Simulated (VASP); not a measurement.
# KZn2RhF6 (Fm-3m) in VASP: single point with r2SCAN

Aim: the single point of KZn2RhF6 with r2SCAN.

Program: VASP 6.6.1. These are calculated values, not measurements. Logs are shortened: lines on timing, memory, paths and dates and some standing lists are left out, and cuts for length are marked.

### 1 The cell of the first run

It takes space group Fm-3m (No. 225, cubic). Conventional cell: a = 7.919 Å, b = 7.919 Å, c = 7.919 Å, α = 90.00°, β = 90.00°, γ = 90.00°. Within 2.9 Å of K (site symmetry m-3m) lie 6 F at 2.19 Å. Within 2.4 Å of F (site symmetry 4mm) lie 1 Rh at 1.77 Å and 1 K at 2.19 Å. Rh (site symmetry m-3m) has 6 F at 1.77 Å within 2.4 Å. Zn (site symmetry -43m) has 12 F at 2.81 Å and 4 K at 3.43 Å and 4 Rh at 3.43 Å within 3.7 Å.

### 2 Single point, r2SCAN

The input, POSCAR:

```
KZn2RhF6
1.0
    0.0000000000      3.9594040000      3.9594040000
    3.9594040000      0.0000000000      3.9594040000
    3.9594040000      3.9594040000      0.0000000000
K F Rh Zn
1 6 1 2
Direct
    0.5000000000      0.5000000000      0.5000000000
    0.7760000000      0.2240000000      0.2240000000
    0.2240000000      0.7760000000      0.2240000000
    0.2240000000      0.7760000000      0.7760000000
    0.7760000000      0.2240000000      0.7760000000
    0.2240000000      0.2240000000      0.7760000000
    0.7760000000      0.7760000000      0.2240000000
    0.0000000000      0.0000000000      0.0000000000
    0.2500000000      0.2500000000      0.2500000000
    0.7500000000      0.7500000000      0.7500000000
```

The input, INCAR.step1:

```
ALGO = Normal
EDIFF = 1E-4
ENCUT = 520
GGA = PE
ISMEAR = -1
LASPH = True
LCHARG = False
LREAL = False
LWAVE = True
NBANDS = 56
NELM = 60
PREC = Accurate
SIGMA = 0.0209
```

The input, INCAR.step2:

```
ALGO = Normal
EDIFF = 1E-6
ENCUT = 520
ISIF = 2
ISMEAR = -1
ISTART = 1
LASPH = True
LCHARG = False
LMIXTAU = True
LREAL = False
LWAVE = False
METAGGA = R2SCAN
NBANDS = 56
NELM = 60
PREC = Accurate
SIGMA = 0.0209
```

The input, KPOINTS:

```
k-points
0
Gamma
  6 6 6
```

Potentials or basis: VASP PAW PBE potentials, release 64 (K_sv, F, Rh_pv, Zn).

Command:

```
> cat potpaw_PBE.64/K_sv/POTCAR potpaw_PBE.64/F/POTCAR potpaw_PBE.64/Rh_pv/POTCAR potpaw_PBE.64/Zn/POTCAR > POTCAR
> cp INCAR.step1 INCAR
> mpirun -np 1 vasp_std > vasp.out
> cp INCAR.step2 INCAR
> mpirun -np 1 vasp_std > vasp.out
```

OUTCAR:

```text
EDIFF = 1E-6
   ENCUT = 520
   ISIF = 2
   ISMEAR = -1
   ISTART = 1
   LASPH = True
   LREAL = False
   METAGGA = R2SCAN
   NELM = 60
   PREC = Accurate

 ion  position               nearest neighbor table
   1  0.500  0.500  0.500-   2 2.19   3 2.19   4 2.19   5 2.19   6 2.19   7 2.19   9 3.43   9 3.43
                             9 3.43   9 3.43  10 3.43  10 3.43  10 3.43  10 3.43
   2  0.776  0.224  0.224-   8 1.77   1 2.19
   3  0.224  0.776  0.224-   8 1.77   1 2.19
   4  0.224  0.776  0.776-   8 1.77   1 2.19
   5  0.776  0.224  0.776-   8 1.77   1 2.19
   6  0.224  0.224  0.776-   8 1.77   1 2.19
   7  0.776  0.776  0.224-   8 1.77   1 2.19
   8  0.000  0.000  0.000-   2 1.77   3 1.77   4 1.77   5 1.77   6 1.77   7 1.77
   9  0.250  0.250  0.250-   1 3.43   1 3.43   1 3.43   1 3.43
  10  0.750  0.750  0.750-   1 3.43   1 3.43   1 3.43   1 3.43

  LATTYP: Found a face centered cubic cell.
 ALAT       =     7.9188080000

  Lattice vectors:

 A1 = (   0.0000000000,   3.9594040000,   3.9594040000)
 A2 = (   3.9594040000,   0.0000000000,   3.9594040000)
 A3 = (   3.9594040000,   3.9594040000,   0.0000000000)

Analysis of symmetry for initial positions (statically):
=====================================================================
 Subroutine PRICEL returns:
 Original cell was already a primitive cell.

 Routine SETGRP: Setting up the symmetry group for a
 face centered cubic supercell.

 Subroutine GETGRP returns: Found 48 space group operations
 (whereof 48 operations were pure point group operations)
 out of a pool of 48 trial point group operations.

The static configuration has the point symmetry O_h .

Analysis of symmetry for dynamics (positions and initial velocities):
=====================================================================
 Subroutine PRICEL returns:
 Original cell was already a primitive cell.

 Routine SETGRP: Setting up the symmetry group for a
 face centered cubic supercell.

 Subroutine GETGRP returns: Found 48 space group operations
 (whereof 48 operations were pure point group operations)
 out of a pool of 48 trial point group operations.

The dynamic configuration has the point symmetry O_h .

 Subroutine INISYM returns: Found 48 space group operations
 (whereof 48 operations are pure point group operations),
 and found     1 'primitive' translations

----------------------------------------------------------------------------------------

                                     Primitive cell

  volume of cell :     124.1422

  direct lattice vectors                    reciprocal lattice vectors
     0.000000000  3.959404000  3.959404000    -0.126281632  0.126281632  0.126281632
     3.959404000  0.000000000  3.959404000     0.126281632 -0.126281632  0.126281632
     3.959404000  3.959404000  0.000000000     0.126281632  0.126281632 -0.126281632

  length of vectors
     5.599442836  5.599442836  5.599442836     0.218726203  0.218726203  0.218726203

  position of ions in fractional coordinates (direct lattice)
     0.500000000  0.500000000  0.500000000
     0.776000000  0.224000000  0.224000000
     0.224000000  0.776000000  0.224000000
     0.224000000  0.776000000  0.776000000
     0.776000000  0.224000000  0.776000000
     0.224000000  0.224000000  0.776000000
     0.776000000  0.776000000  0.224000000
     0.000000000  0.000000000  0.000000000
     0.250000000  0.250000000  0.250000000
     0.750000000  0.750000000  0.750000000

  ion indices of the primitive-cell ions
   primitive index   ion index
                 1           1
                 2           2
                 3           3
                 4           4
                 5           5
                 6           6
                 7           7
                 8           8
                 9           9
                10          10

----------------------------------------------------------------------------------------

 KPOINTS: k-points

Automatic generation of k-mesh.
 Grid dimensions read from file:
 generate k-points for:    6    6    6

 Generating k-lattice:

  Cartesian coordinates                     Fractional coordinates (reciprocal lattice)
    -0.021046939  0.021046939  0.021046939     0.166666667  0.000000000  0.000000000
     0.021046939 -0.021046939  0.021046939     0.000000000  0.166666667  0.000000000
     0.021046939  0.021046939 -0.021046939     0.000000000  0.000000000  0.166666667

  Length of vectors
     0.036454367  0.036454367  0.036454367

  Shift w.r.t. Gamma in fractional coordinates (k-lattice)
     0.000000000  0.000000000  0.000000000

 Subroutine IBZKPT returns following result:
 ===========================================

 Found     16 irreducible k-points:

 Following reciprocal coordinates:
            Coordinates               Weight
  0.000000  0.000000  0.000000      1.000000
  0.166667  0.000000  0.000000      8.000000
  0.333333  0.000000  0.000000      8.000000
  0.500000  0.000000  0.000000      4.000000
  0.166667  0.166667  0.000000      6.000000
  0.333333  0.166667  0.000000     24.000000
[... 8 lines left out ...]
 -0.333333  0.333333  0.166667     24.000000
 -0.333333  0.500000  0.166667     12.000000
   k-points           NKPTS =     16   k-points in BZ     NKDIM =     16   number of bands    NBANDS=     56
   number of dos      NEDOS =    301   number of ions     NIONS =     10
   total plane-waves  NPLWV =  74088
   dimension x,y,z NGX =    42 NGY =   42 NGZ =   42
   dimension x,y,z NGXF=    84 NGYF=   84 NGZF=   84
   ions per type =               1   6   1   2
   NGX,Y,Z   is equivalent  to a cutoff of  12.47, 12.47, 12.47 a.u.
   NGXF,Y,Z  is equivalent  to a cutoff of  24.94, 24.94, 24.94 a.u.
 SYSTEM =  unknown system
   PREC   = accura    normal or accurate (medium, high low for compatibility)
   ISTART =      1    job   : 0-new  1-cont  2-samecut
   ICHARG =      0    charge: 1-file 2-atom 10-const
   ISPIN  =      1    spin polarized calculation?
   LNONCOLLINEAR =      F non collinear calculations
   LSORBIT =      F    spin-orbit coupling
   LASPH  =      T    aspherical Exc in radial PAW
   ENCUT  =  520.0 eV  38.22 Ry    6.18 a.u.  10.41 10.41 10.41*2*pi/ulx,y,z
   NELM   =     60;   NELMIN=  2; NELMDL=  0     # of ELM steps
   EDIFF  = 0.1E-05   stopping-criterion for ELM
   LREAL  =      F    real-space projection
   EDIFFG = 0.1E-04   stopping-criterion for IOM
   NSW    =      0    number of steps for IOM
   IBRION =     -1    ionic relax: 0-MD 1-quasi-New 2-CG
   NFREE  =      0    steps in history (QN), initial steepest desc. (CG)
   ISIF   =      2    stress and relaxation
   ISYM   =      2    0-nonsym 1-usesym 2-fastsym
   POTIM  = 0.5000    time-step for ionic-motion
   TEBEG  =    0.0;   TEEND  =   0.0 temperature during run
   PSTRESS=    0.0 pullay stress
   NELECT =      90.0000    total number of electrons
   NUPDOWN=      -1.0000    fix difference up-down
   EMIN   =  10.00;   EMAX   =-10.00  energy-range for DOS
   EFERMI =   0.00;   METHOD = LEGACY
   ISMEAR =    -1;   SIGMA  =   0.02  broadening in eV -4-tet -1-fermi 0-gaus
   EFERMI_NEDOS =   21; number of points for ismear=-14 and -15
   IALGO  =     38    algorithm
   IMIX   =      4    mixing-type and parameters
     AMIX     =   0.40;   BMIX     =  1.00
     AMIX_MAG =   1.60;   BMIX_MAG =  1.00
  volume/ion in A,a.u.               =      12.41        83.78
  Fermi-wavevector in a.u.,A,eV,Ry     =   1.470672  2.779167 29.427720  2.162876
  Thomas-Fermi vector in A             =   2.585901
   LORBIT       =      0    0 simple, 1 ext, 2 COOP (PROOUT), +10 PAW based schemes
   METAGGA = R2SCAN    functional components
   LHFCALC =     F    Hartree Fock is set to
   AEXX    =    0.0000 exact exchange contribution
   IVDW    =     0    specifies the selected vdW correction
   LEPSILON=     F    determine dielectric tensor
   LRPA    =     F    only Hartree local field effects (RPA)
 non-spin polarized calculation
  energy-cutoff  :      520.00
  volume of cell :      124.14
 maximum number of plane-waves:      3383
 NGX is ok and might be reduce to    42
   NGX = 21   NGY = 21   NGZ = 21

 number of electron      90.0000052 magnetization

 Free energy of the ion-electron system (eV)
  ---------------------------------------------------
  ext. energy  EPLUGINS =         0.00000000
  ---------------------------------------------------
  free energy    TOTEN  =       -78.27184498 eV

  energy without entropy =      -78.26324545  energy(sigma->0) =      -78.26754522

 E-fermi :   2.8575     XC(G=0): -11.1835

 val. band max:        2.8518876228   @ k =  -0.3333   0.5000   0.1667
 cond. band min:       2.8603185140   @ k =   0.3333   0.0000   0.0000
 fundamental gap:      0.0084308912
 Fermi energy:         2.8575294043

 k-point     1 :       0.0000    0.0000    0.0000
  band No.  band energies     occupation
      1     -46.5630      2.00000
      2     -46.5630      2.00000
      3     -46.5629      2.00000
      4     -26.6668      2.00000
      5     -23.6336      2.00000
      6     -23.5559      2.00000
[... 48 lines left out ...]
     55      12.5939      0.00000
     56      12.5939      0.00000

 k-point     2 :       0.1667    0.0000    0.0000
  band No.  band energies     occupation
      1     -46.5630      2.00000
      2     -46.5629      2.00000
      3     -46.5629      2.00000
      4     -26.6546      2.00000
      5     -23.7421      2.00000
      6     -23.5738      2.00000
[... 48 lines left out ...]
     55      13.1831      0.00000
     56      13.2545      0.00000
[... 765 lines left out ...]
     55      13.2844      0.00000
     56      13.3615      0.00000

 k-point    16 :      -0.3333    0.5000    0.1667
  band No.  band energies     occupation
      1     -46.5630      2.00000
      2     -46.5630      2.00000
      3     -46.5629      2.00000
      4     -26.6330      2.00000
      5     -23.9081      2.00000
      6     -23.5816      2.00000
[... 48 lines left out ...]
     55      13.3854      0.00000
     56      13.5412      0.00000

------------------------ aborting loop because EDIFF is reached ----------------------------------------

  FORCE on cell =-STRESS in cart. coord.  units (eV):
  Direction    XX          YY          ZZ          XY          YZ          ZX
  --------------------------------------------------------------------------------------
  -------------------------------------------------------------------------------------
  Total       30.4532050     30.4532050     30.4532050      0.0000000      0.0000000     -0.0000000
  in kB      393.0285879    393.0285879    393.0285879      0.0000000      0.0000000     -0.0000000
  external PRESSURE =     393.0285879 kB  Pullay stress =       0.0000000 kB

 VOLUME and BASIS-vectors are now :
 -----------------------------------------------------------------------------
  energy-cutoff  :      520.00
  volume of cell :      124.14
      direct lattice vectors                 reciprocal lattice vectors
     0.000000000  3.959404000  3.959404000    -0.126281632  0.126281632  0.126281632
     3.959404000  0.000000000  3.959404000     0.126281632 -0.126281632  0.126281632
     3.959404000  3.959404000  0.000000000     0.126281632  0.126281632 -0.126281632

 POSITION                                       TOTAL-FORCE (eV/Angst)
 -----------------------------------------------------------------------------------
      3.95940      3.95940      3.95940        -0.000000     -0.000000      0.000000
      1.77381      3.95940      3.95940         3.577501     -0.000000      0.000000
      3.95940      1.77381      3.95940        -0.000000      3.577501      0.000000
      6.14500      3.95940      3.95940        -3.577501     -0.000000      0.000000
      3.95940      6.14500      3.95940        -0.000000     -3.577501      0.000000
      3.95940      3.95940      1.77381        -0.000000     -0.000000      3.577501
      3.95940      3.95940      6.14500        -0.000000     -0.000000     -3.577501
      0.00000      0.00000      0.00000        -0.000000     -0.000000      0.000000
      1.97970      1.97970      1.97970        -0.000000     -0.000000     -0.000000
      5.93911      5.93911      5.93911        -0.000000     -0.000000     -0.000000
 -----------------------------------------------------------------------------------
    total drift:                                0.000000      0.000000      0.000000

  FREE ENERGIE OF THE ION-ELECTRON SYSTEM (eV)
  ---------------------------------------------------
  free  energy   TOTEN  =       -78.2718449810 eV

  energy  without entropy=      -78.2632454516  energy(sigma->0) =      -78.26754522
```

Wall time 6.7 min (1 thread of AMD EPYC 7R13 (Zen 3), shared host); peak memory 0.32 GiB.

Results:

```yaml
Free_energy: -78.2718 eV
Pressure: 39.3 GPa
Largest_force: 3.578 eV/Å
Band_gap_on_the_k_mesh: zero (bands 45 and 46 overlap by 0.68 eV)
```

Forces on the atoms (eV/Å):
```
K    0.000  0.000  0.000
F    3.578  0.000  0.000
F    0.000  3.578  0.000
F   -3.578  0.000  0.000
F    0.000 -3.578  0.000
F    0.000  0.000  3.578
F    0.000  0.000 -3.578
Rh   0.000  0.000  0.000
Zn   0.000  0.000  0.000
Zn   0.000  0.000  0.000
```

Levels at points of the mesh, in eV from the Fermi level:
| k point | band 42 | band 43 | band 44 | band 45 | band 46 | band 47 | band 48 | band 49 |
| --- | --- | --- | --- | --- | --- | --- | --- | --- |
| (0.00, 0.00, 0.00) | -2.37 | -1.22 | -1.22 | -1.22 | -0.62 | 3.77 | 3.77 | 5.61 |
| (0.50, 0.00, 0.00) | -1.62 | -0.91 | -0.91 | -0.39 | -0.01 | 4.15 | 4.15 | 5.01 |
| (0.50, 0.50, 0.00) | -1.59 | -0.73 | -0.73 | -0.25 | 0.47 | 2.94 | 3.79 | 4.17 |

Caveat: the cell stands under pressure; the PAW data sets were made with another functional, which shifts forces and pressure a little.
